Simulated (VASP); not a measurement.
# Ir (Fm-3m) in VASP: settings compared, part 3 of 3

VASP 6.6.1. The steps go on from the part before.

## (5) Single point, PBE

This run uses another cell than the first one, of 14.34 Å³/atom, 1.020 times its volume.

INCAR

```
SYSTEM = Ir
ALGO = Fast
EDIFF = 1E-6
ENCUT = 520
GGA = PE
ISIF = 2
ISMEAR = -1
LASPH = .True.
LCHARG = .False.
LREAL = .False.
LWAVE = .False.
NBANDS = 10
NELM = 60
PREC = Accurate
SIGMA = 0.05
```

KPOINTS

```
k-points
0
Gamma
  12 12 12
  0 0 0
```

POSCAR

```
Ir
1.0
    0.0000000000      1.9282864624      1.9282864624
    1.9282864624      0.0000000000      1.9282864624
    1.9282864624      1.9282864624      0.0000000000
Ir
1
Direct
    0.0000000000      0.0000000000      0.0000000000
```

Potentials or basis: VASP PAW PBE potentials, release 64 (Ir).

Command:

```bash
$ cat potpaw_PBE.64/Ir/POTCAR > POTCAR
$ mpirun -np 1 vasp_std > vasp.out
```

OUTCAR:

```text
SYSTEM = Ir
   EDIFF = 1E-6
   ENCUT = 520
   GGA = PE
   ISIF = 2
   ISMEAR = -1
   LASPH = .True.
   LREAL = .False.
   NELM = 60
   PREC = Accurate

 ion  position               nearest neighbor table
   1  0.000  0.000  0.000-

  LATTYP: Found a face centered cubic cell.
 ALAT       =     3.8565729248

  Lattice vectors:

 A1 = (   0.0000000000,   1.9282864624,   1.9282864624)
 A2 = (   1.9282864624,   0.0000000000,   1.9282864624)
 A3 = (   1.9282864624,   1.9282864624,   0.0000000000)

Analysis of symmetry for initial positions (statically):
[... 5 lines left out ...]
 face centered cubic supercell.

 Subroutine GETGRP returns: Found 48 space group operations
 (whereof 48 operations were pure point group operations)
 out of a pool of 48 trial point group operations.

The static configuration has the point symmetry O_h .

Analysis of symmetry for dynamics (positions and initial velocities):
[... 5 lines left out ...]
 face centered cubic supercell.

 Subroutine GETGRP returns: Found 48 space group operations
 (whereof 48 operations were pure point group operations)
 out of a pool of 48 trial point group operations.

The dynamic configuration has the point symmetry O_h .

 Subroutine INISYM returns: Found 48 space group operations
 (whereof 48 operations are pure point group operations),
 and found     1 'primitive' translations

----------------------------------------------------------------------------------------

                                     Primitive cell

  volume of cell :      14.3399

  direct lattice vectors                    reciprocal lattice vectors
     0.000000000  1.928286462  1.928286462    -0.259297573  0.259297573  0.259297573
     1.928286462  0.000000000  1.928286462     0.259297573 -0.259297573  0.259297573
     1.928286462  1.928286462  0.000000000     0.259297573  0.259297573 -0.259297573

  length of vectors
     2.727008867  2.727008867  2.727008867     0.449116571  0.449116571  0.449116571

  position of ions in fractional coordinates (direct lattice)
     0.000000000  0.000000000  0.000000000

  ion indices of the primitive-cell ions
   primitive index   ion index
                 1           1

----------------------------------------------------------------------------------------

 KPOINTS: k-points

Automatic generation of k-mesh.
 Grid dimensions read from file:
 generate k-points for:   12   12   12

 Generating k-lattice:

  Cartesian coordinates                     Fractional coordinates (reciprocal lattice)
    -0.021608131  0.021608131  0.021608131     0.083333333  0.000000000  0.000000000
     0.021608131 -0.021608131  0.021608131     0.000000000  0.083333333  0.000000000
     0.021608131  0.021608131 -0.021608131     0.000000000  0.000000000  0.083333333

  Length of vectors
     0.037426381  0.037426381  0.037426381

  Shift w.r.t. Gamma in fractional coordinates (k-lattice)
     0.000000000  0.000000000  0.000000000

 Subroutine IBZKPT returns following result:
 ===========================================

 Found     72 irreducible k-points:

 Following reciprocal coordinates:
            Coordinates               Weight
  0.000000  0.000000  0.000000      1.000000
  0.083333  0.000000  0.000000      8.000000
  0.166667  0.000000  0.000000      8.000000
  0.250000  0.000000  0.000000      8.000000
  0.333333  0.000000  0.000000      8.000000
  0.416667  0.000000  0.000000      8.000000
[... 16 lines left out ...]
  0.500000  0.166667  0.000000     24.000000
 -0.416667  0.166667  0.000000     24.000000
 [... further k-points ...]
   k-points           NKPTS =     72   k-points in BZ     NKDIM =     72   number of bands    NBANDS=     10
   number of dos      NEDOS =    301   number of ions     NIONS =      1
   total plane-waves  NPLWV =   8000
   dimension x,y,z NGX =    20 NGY =   20 NGZ =   20
   dimension x,y,z NGXF=    40 NGYF=   40 NGZF=   40
   ions per type =               1
   NGX,Y,Z   is equivalent  to a cutoff of  12.19, 12.19, 12.19 a.u.
   NGXF,Y,Z  is equivalent  to a cutoff of  24.39, 24.39, 24.39 a.u.
 SYSTEM =  Ir
   PREC   = accura    normal or accurate (medium, high low for compatibility)
   ISTART =      0    job   : 0-new  1-cont  2-samecut
   ICHARG =      2    charge: 1-file 2-atom 10-const
   ISPIN  =      1    spin polarized calculation?
   LNONCOLLINEAR =      F non collinear calculations
   LSORBIT =      F    spin-orbit coupling
   LASPH  =      T    aspherical Exc in radial PAW
   ENCUT  =  520.0 eV  38.22 Ry    6.18 a.u.   5.07  5.07  5.07*2*pi/ulx,y,z
   NELM   =     60;   NELMIN=  2; NELMDL= -5     # of ELM steps
   EDIFF  = 0.1E-05   stopping-criterion for ELM
   LREAL  =      F    real-space projection
   EDIFFG = 0.1E-04   stopping-criterion for IOM
   NSW    =      0    number of steps for IOM
   IBRION =     -1    ionic relax: 0-MD 1-quasi-New 2-CG
   NFREE  =      0    steps in history (QN), initial steepest desc. (CG)
   ISIF   =      2    stress and relaxation
   ISYM   =      2    0-nonsym 1-usesym 2-fastsym
   POTIM  = 0.5000    time-step for ionic-motion
   TEBEG  =    0.0;   TEEND  =   0.0 temperature during run
   PSTRESS=    0.0 pullay stress
   NELECT =       9.0000    total number of electrons
   NUPDOWN=      -1.0000    fix difference up-down
   EMIN   =  10.00;   EMAX   =-10.00  energy-range for DOS
   EFERMI =   0.00;   METHOD = LEGACY
   ISMEAR =    -1;   SIGMA  =   0.05  broadening in eV -4-tet -1-fermi 0-gaus
   EFERMI_NEDOS =   21; number of points for ismear=-14 and -15
   IALGO  =     68    algorithm
   IMIX   =      4    mixing-type and parameters
     AMIX     =   0.40;   BMIX     =  1.00
     AMIX_MAG =   1.60;   BMIX_MAG =  1.00
  volume/ion in A,a.u.               =      14.34        96.77
  Fermi-wavevector in a.u.,A,eV,Ry     =   1.401654  2.648742 26.730463  1.964634
  Thomas-Fermi vector in A             =   2.524494
   LORBIT       =      0    0 simple, 1 ext, 2 COOP (PROOUT), +10 PAW based schemes
   GGA     = PE    functional components
   LHFCALC =     F    Hartree Fock is set to
   AEXX    =    0.0000 exact exchange contribution
   IVDW    =     0    specifies the selected vdW correction
   LEPSILON=     F    determine dielectric tensor
   LRPA    =     F    only Hartree local field effects (RPA)
 non-spin polarized calculation
 RMM-DIIS sequential band-by-band and
  energy-cutoff  :      520.00
  volume of cell :       14.34
 maximum number of plane-waves:       397
   NGX = 11   NGY = 11   NGZ = 11

 number of electron       9.0000000 magnetization

 Free energy of the ion-electron system (eV)
  ---------------------------------------------------
  ext. energy  EPLUGINS =         0.00000000
  ---------------------------------------------------
  free energy    TOTEN  =        -8.86761551 eV

  energy without entropy =       -8.86272278  energy(sigma->0) =       -8.86516914

 E-fermi :  10.1997     XC(G=0): -13.9084

 val. band max:       10.1841146446   @ k =  -0.3333   0.3333   0.0000
 cond. band min:      10.2009052957   @ k =  -0.2500   0.0833   0.0000
 fundamental gap:      0.0167906511
 Fermi energy:        10.1997196565

 k-point     1 :       0.0000    0.0000    0.0000
  band No.  band energies     occupation
      1      -0.8012      2.00000
      2       6.3653      2.00000
      3       6.3653      2.00000
      4       6.3653      2.00000
      5       8.9940      2.00000
      6       8.9940      2.00000
      7      24.5277      0.00000
      8      30.0290      0.00000
      9      30.0290      0.00000
     10      30.0290      0.00000

 k-point     2 :       0.0833    0.0000    0.0000
  band No.  band energies     occupation
      1      -0.4992      2.00000
      2       6.2103      2.00000
      3       6.4928      2.00000
      4       6.4928      2.00000
      5       8.9159      2.00000
      6       8.9159      2.00000
      7      25.0396      0.00000
      8      28.5924      0.00000
      9      30.5229      0.00000
     10      30.5229      0.00000
[... 274 lines left out ...]
 k-point    24 :      -0.4167    0.1667    0.0000
  band No.  band energies     occupation
      1       3.1433      2.00000
      2       5.5207      2.00000
      3       7.0726      2.00000
      4       7.2440      2.00000
      5      10.6099      0.00055
      6      13.8948      0.00000
      7      17.2988      0.00000
      8      25.4213      0.00000
      9      27.6224      0.00000
     10      29.5965      0.00000

 [... further k-points ...]
[... 5 lines left out ...]
  --------------------------------------------------------------------------------------
  -------------------------------------------------------------------------------------
  Total        0.3550170      0.3550170      0.3550170      0.0000000      0.0000000     -0.0000000
  in kB       39.6656930     39.6656930     39.6656930      0.0000000      0.0000000     -0.0000000
  external PRESSURE =      39.6656930 kB  Pullay stress =       0.0000000 kB

 VOLUME and BASIS-vectors are now :
 -----------------------------------------------------------------------------
  energy-cutoff  :      520.00
  volume of cell :       14.34
      direct lattice vectors                 reciprocal lattice vectors
     0.000000000  1.928286462  1.928286462    -0.259297573  0.259297573  0.259297573
     1.928286462  0.000000000  1.928286462     0.259297573 -0.259297573  0.259297573
     1.928286462  1.928286462  0.000000000     0.259297573  0.259297573 -0.259297573

 POSITION                                       TOTAL-FORCE (eV/Angst)
 -----------------------------------------------------------------------------------
      0.00000      0.00000      0.00000         0.000000      0.000000      0.000000
 -----------------------------------------------------------------------------------
    total drift:                               -0.000000      0.000000      0.000000

  FREE ENERGIE OF THE ION-ELECTRON SYSTEM (eV)
  ---------------------------------------------------
  free  energy   TOTEN  =        -8.8676155091 eV

  energy  without entropy=       -8.8627227798  energy(sigma->0) =       -8.86516914
```

Wall time 8.6 s (1 thread of Intel Xeon Platinum 8559C (Emerald Rapids), shared host); peak memory 0.13 GiB.

What came out:

```yaml
Free_energy: -8.8676 eV
Pressure: 4.0 GPa
```

Caveat: spin-orbit coupling is left out, which moves the levels of the heavy elements.

## (6) Summary

```tsv
level	potentials or basis	cell	gap on the mesh (eV)	pressure (GPa)
LDA	VASP PAW LDA potentials, release 64 (Ir)	a = 2.709 Å, angles 60.0°, 1 atom	none	-4.2
LDA	VASP PAW LDA potentials, release 64 (Ir)	a = 2.727 Å, angles 60.0°, 1 atom	none	-11.1
LDA	VASP PAW LDA potentials, release 64 (Ir)	a = 2.745 Å, angles 60.0°, 1 atom	none	-17.8
PBE	VASP PAW PBE potentials, release 64 (Ir)	a = 2.727 Å, angles 60.0°, 1 atom	none	4.0
```

Alike in all rows: task single point; no spin polarisation; k mesh 12 × 12 × 12; cutoff (eV) 520; smearing fermi-dirac 0.05 eV.

Caveats: spin-orbit coupling is left out, which moves the levels of the heavy elements.

Total energies depend on the potentials used, so only differences within one code and one set of settings carry meaning.
